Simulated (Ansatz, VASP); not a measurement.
Two plane-wave programs on NaB2

INCAR

```
  PREC = Accurate
  ENCUT = 600
  EDIFF = 1E-6
  ISMEAR = 0
  SIGMA = 0.1
  LREAL = False
  LASPH = True
  NELM = 60
  ALGO = Normal
  ISIF = 3
  LWAVE = False
  LCHARG = False
  GGA = PE
  IBRION = 2
  NSW = 90
  EDIFFG = -0.04
```

KPOINTS

```
Automatic mesh
0
Gamma
  6 6 6
```

POSCAR

```
NaB2
1.0
    0.0000000000      3.0230578077      3.0230578077
    3.0230578077      0.0000000000      3.0230578077
    3.0230578077      3.0230578077      0.0000000000
Na B
2 4
Direct
    0.0000000000      0.0000000000      0.0000000000
    0.2500000000      0.2500000000      0.2500000000
    0.6250000000      0.6250000000      0.6250000000
    0.1250000000      0.6250000000      0.6250000000
    0.6250000000      0.1250000000      0.6250000000
    0.6250000000      0.6250000000      0.1250000000
```

Input for Ansatz:

```yaml
crystal:
  lattice:
    - [0.0, 3.0230578077, 3.0230578077]
    - [3.0230578077, 0.0, 3.0230578077]
    - [3.0230578077, 3.0230578077, 0.0]
  atoms:
    - { symbol: Na, position: [0.0, 0.0, 0.0] }
    - { symbol: Na, position: [0.25, 0.25, 0.25] }
    - { symbol: B, position: [0.625, 0.625, 0.625] }
    - { symbol: B, position: [0.125, 0.625, 0.625] }
    - { symbol: B, position: [0.625, 0.125, 0.625] }
    - { symbol: B, position: [0.625, 0.625, 0.125] }
basis:
  ecutwfc: 420
kpoints:
  mp_grid: { grid: [6, 6, 6] }
hamiltonian:
  xc: pbe
scf:
  occupations: { method: gaussian, width: 0.1 }
  lower_state_search: "off"
output:
  forces: true
  stress: true
  eigenvalues: true
relax:
  adjacent_minimum: "off"
  f_tol: 0.04
  max_steps: 70
  cell: { stress_tol: 0.4 }
```

Change from the starting cell: species swapped into the EuAl2 type (Fd-3m, No. 227).

Alike in both runs: task relaxation of cell and atoms; functional PBE; k mesh 6 × 6 × 6; occupations gaussian, width 0.1 eV; no spin polarisation.

|  | VASP | Ansatz |
| --- | --- | --- |
| version | VASP 6.6.1 | Ansatz 0.2.0 |
| potentials or method | VASP PAW PBE potentials, release 64 (Na_pv, B), cutoff 600 eV | scalar-relativistic, plane waves, PAW |
| valence electrons in the cell | 26 | 30 |

|  | VASP | Ansatz | Ansatz less VASP |
| --- | --- | --- | --- |
| gap on the k mesh at the Fermi level, each at its own relaxed structure (eV) | none | none | - |
| relaxed volume (Å³/atom) | 9.38 | 9.36 | -0.010 |
| relaxed length of the cell vector where the two differ most in proportion (Å) | 4.301 | 4.299 | -0.0015 |

A gap of «none» marks a metal or a gap that the smearing closes. VASP's potentials hold 26 valence electrons a cell and Ansatz's 30, so a difference there can come from the potentials and not from the codes.
